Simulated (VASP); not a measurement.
# Mg (Cmce) in VASP: single point with PBEsol

Aim: the single point of Mg with PBEsol.

Program: VASP 6.6.1. These are calculated values, not measurements. Logs are shortened: lines on timing, memory, paths and dates and some standing lists are left out, and cuts for length are marked.

### Step 1. The cell of the first run

The typed cell holds 4 atoms: a = 5.679 Å, b = 5.679 Å, c = 4.454 Å, α = 90.00°, β = 90.00°, γ = 135.65°.

### Step 2. Single point, PBEsol

INCAR reads:

```
PREC = Accurate ; ENCUT = 520
EDIFF = 1E-6 ; ISMEAR = 0
SIGMA = 0.1 ; LREAL = F
LASPH = T ; NELM = 100
ALGO = Fast ; ISIF = 2
LWAVE = F ; LCHARG = F
GGA = PS ; NBANDS = 12
```

KPOINTS reads:

```
regular mesh
0
Gamma
  4 4 4
```

POSCAR reads:

```
Mg
1.0
    2.1435908644     -5.2590726791      0.0000000000
    2.1435908644      5.2590726791      0.0000000000
    0.0000000000      0.0000000000      4.4535176013
Mg
4
Direct
    0.1422219627      0.8577780373     -0.0000822507
    0.6422219627      0.3577780373      0.5000822507
    0.8577780373      0.1422219627      1.0000822507
    0.3577780373      0.6422219627      0.4999177493
```

Potentials or basis: VASP PAW PBE potentials, release 64 (Mg).

Run with:

```
$ cat potpaw_PBE.64/Mg/POTCAR > POTCAR
$ mpirun -np 1 vasp_std > vasp.out
```

OUTCAR:

```text
PREC = Accurate
   ENCUT = 520
   EDIFF = 1E-6
   ISMEAR = 0
   LREAL = F
   LASPH = T
   NELM = 100
   ISIF = 2
   GGA = PS

 ion  position               nearest neighbor table
   1  0.142  0.858  1.000-   3 2.99   2 3.09   2 3.09   2 3.09   2 3.09   3 3.12   3 3.12   4 3.18
                             4 3.18
   2  0.642  0.358  0.500-   4 2.99   1 3.09   1 3.09   1 3.09   1 3.09   4 3.12   4 3.12   3 3.18
                             3 3.18
   3  0.858  0.142  0.000-   1 2.99   4 3.09   4 3.09   4 3.09   4 3.09   1 3.12   1 3.12   2 3.18
                             2 3.18
   4  0.358  0.642  0.500-   2 2.99   3 3.09   3 3.09   3 3.09   3 3.09   2 3.12   2 3.12   1 3.18
                             1 3.18

  LATTYP: Found a base centered orthorhombic cell.
 ALAT       =     4.2871817288
 B/A-ratio  =     2.4533938665
 C/A-ratio  =     1.0387984189

  Lattice vectors:

 A1 = (   2.1435908644,  -5.2590726791,   0.0000000000)
 A2 = (   2.1435908644,   5.2590726791,   0.0000000000)
 A3 = (   0.0000000000,   0.0000000000,   4.4535176013)

Analysis of symmetry for initial positions (statically):
=====================================================================
 Subroutine PRICEL returns:
 Original cell was already a primitive cell.

 Routine SETGRP: Setting up the symmetry group for a
 base centered orthorhombic supercell.

 Subroutine GETGRP returns: Found  8 space group operations
 (whereof  4 operations were pure point group operations)
 out of a pool of  8 trial point group operations.

The static configuration has the point symmetry C_2h.
 The point group associated with its full space group is D_2h.

Analysis of symmetry for dynamics (positions and initial velocities):
=====================================================================
 Subroutine PRICEL returns:
 Original cell was already a primitive cell.

 Routine SETGRP: Setting up the symmetry group for a
 base centered orthorhombic supercell.

 Subroutine GETGRP returns: Found  8 space group operations
 (whereof  4 operations were pure point group operations)
 out of a pool of  8 trial point group operations.

The dynamic configuration has the point symmetry C_2h.
 The point group associated with its full space group is D_2h.

 Subroutine INISYM returns: Found  8 space group operations
 (whereof  4 operations are pure point group operations),
 and found     1 'primitive' translations

----------------------------------------------------------------------------------------

                                     Primitive cell

  volume of cell :     100.4117
[... 103 lines left out ...]
   EFERMI =   0.00;   METHOD = LEGACY
   ISMEAR =     0;   SIGMA  =   0.10  broadening in eV -4-tet -1-fermi 0-gaus
   EFERMI_NEDOS =   21; number of points for ismear=-14 and -15
   IALGO  =     68    algorithm
   IMIX   =      4    mixing-type and parameters
     AMIX     =   0.40;   BMIX     =  1.00
     AMIX_MAG =   1.60;   BMIX_MAG =  1.00
  volume/ion in A,a.u.               =      25.10       169.40
  Fermi-wavevector in a.u.,A,eV,Ry     =   0.704439  1.331197  6.751678  0.496234
  Thomas-Fermi vector in A             =   1.789681
   LORBIT       =      0    0 simple, 1 ext, 2 COOP (PROOUT), +10 PAW based schemes
   GGA     = PS    functional components
   LHFCALC =     F    Hartree Fock is set to
   AEXX    =    0.0000 exact exchange contribution
   IVDW    =     0    specifies the selected vdW correction
   LEPSILON=     F    determine dielectric tensor
   LRPA    =     F    only Hartree local field effects (RPA)
 non-spin polarized calculation
 RMM-DIIS sequential band-by-band and
 Gauss-broadening in eV      SIGMA  =   0.10
  energy-cutoff  :      520.00
  volume of cell :      100.41
 maximum number of plane-waves:      2729
   NGX = 21   NGY = 21   NGZ = 17

 number of electron       8.0000000 magnetization

 Free energy of the ion-electron system (eV)
  ---------------------------------------------------
  ext. energy  EPLUGINS =         0.00000000
  ---------------------------------------------------
  free energy    TOTEN  =        -6.13547875 eV

  energy without entropy =       -6.13131218  energy(sigma->0) =       -6.13339547

 E-fermi :   2.0890     XC(G=0):  -8.2219

 val. band max:        2.0415190934   @ k =   0.5000   0.0000   0.5000
 cond. band min:       2.2208242904   @ k =   0.2500   0.0000   0.0000
 fundamental gap:      0.1793051970
 Fermi energy:         2.0889736437

 k-point     1 :       0.0000    0.0000    0.0000
  band No.  band energies     occupation
      1      -4.5122      2.00000
      2       0.7519      2.00000
      3       1.0954      2.00000
      4       2.3394      0.00040
      5       3.3964      0.00000
      6       3.6083      0.00000
      7       4.8096      0.00000
      8       4.8814      0.00000
      9       5.3521      0.00000
     10       7.3341      0.00000
     11       7.6202      0.00000
     12       8.8263      0.00000
[... 286 lines left out ...]
 k-point    21 :       0.5000    0.5000    0.5000
  band No.  band energies     occupation
      1      -1.7352      2.00000
      2      -1.7352      2.00000
      3      -0.7381      2.00000
      4      -0.7381      2.00000
      5       4.5679      0.00000
      6       4.5679      0.00000
      7       5.6580      0.00000
      8       5.6580      0.00000
      9       8.8260      0.00000
     10       8.8260      0.00000
     11       9.3530      0.00000
     12       9.3702      0.00000

------------------------ aborting loop because EDIFF is reached ----------------------------------------

  FORCE on cell =-STRESS in cart. coord.  units (eV):
  Direction    XX          YY          ZZ          XY          YZ          ZX
  --------------------------------------------------------------------------------------
  -------------------------------------------------------------------------------------
  Total        0.0494085     -0.1719009     -0.0171825      0.0000000      0.0000000      0.0000000
  in kB        0.7883666     -2.7428656     -0.2741661      0.0000000      0.0000000      0.0000000
  external PRESSURE =      -0.7428884 kB  Pullay stress =       0.0000000 kB

 VOLUME and BASIS-vectors are now :
 -----------------------------------------------------------------------------
  energy-cutoff  :      520.00
  volume of cell :      100.41
      direct lattice vectors                 reciprocal lattice vectors
     2.143590864 -5.259072679  0.000000000     0.233253467 -0.095073795  0.000000000
     2.143590864  5.259072679  0.000000000     0.233253467  0.095073795  0.000000000
     0.000000000  0.000000000  4.453517601     0.000000000  0.000000000  0.224541607

 POSITION                                       TOTAL-FORCE (eV/Angst)
 -----------------------------------------------------------------------------------
      2.14359      3.76316      4.45315         0.000000     -0.018089      0.001510
      2.14359     -1.49591      2.22713         0.000000     -0.018089     -0.001510
      2.14359     -3.76316      0.00037         0.000000      0.018089     -0.001510
      2.14359      1.49591      2.22639         0.000000      0.018089      0.001510
 -----------------------------------------------------------------------------------
    total drift:                               -0.000000      0.000000     -0.000000

  FREE ENERGIE OF THE ION-ELECTRON SYSTEM (eV)
  ---------------------------------------------------
  free  energy   TOTEN  =        -6.1354787512 eV

  energy  without entropy=       -6.1313121822  energy(sigma->0) =       -6.13339547
```

stdout:

```text
POSCAR found type information on POSCAR Mg
 POSCAR found :  1 types and       4 ions
 scaLAPACK will be used
 -----------------------------------------------------------------------------
|                                                                             |
|                                                                             |
|     You enforced a specific xc type in the INCAR file but a different       |
|     I HOPE YOU KNOW WHAT YOU ARE DOING!                                     |
|                                                                             |
 -----------------------------------------------------------------------------

 LDA part: xc-table for (Slater+PW92), standard interpolation
 POSCAR, INCAR and KPOINTS ok, starting setup
 FFT: planning ... GRIDC
 FFT: planning ... GRID_SOFT
 FFT: planning ... GRID
 WAVECAR not read
 entering main loop
```

Run time: 13 s. Hardware: 1 thread of Intel Xeon 6975P-C (Granite Rapids), shared host; peak memory 0.23 GiB.

Results:

```yaml
Free_energy: -6.1355 eV
Pressure: -0.1 GPa
Largest_force: 0.018 eV/Å
Band_gap_on_the_k_mesh: zero (bands 4 and 5 overlap by 2.15 eV)
```

Forces in eV/Å, atoms in the order of the input:
```
Mg   0.000 -0.018  0.002
Mg   0.000 -0.018 -0.002
Mg   0.000  0.018 -0.002
Mg   0.000  0.018  0.002
```

Caveat: the k points lie up to 0.40 Å⁻¹ apart, too coarse for converged energies and pressures of a metal; the PAW data sets were made with another functional, which shifts forces and pressure a little.

The gap in the log of VASP goes by the Fermi energy; the results here count the filled bands.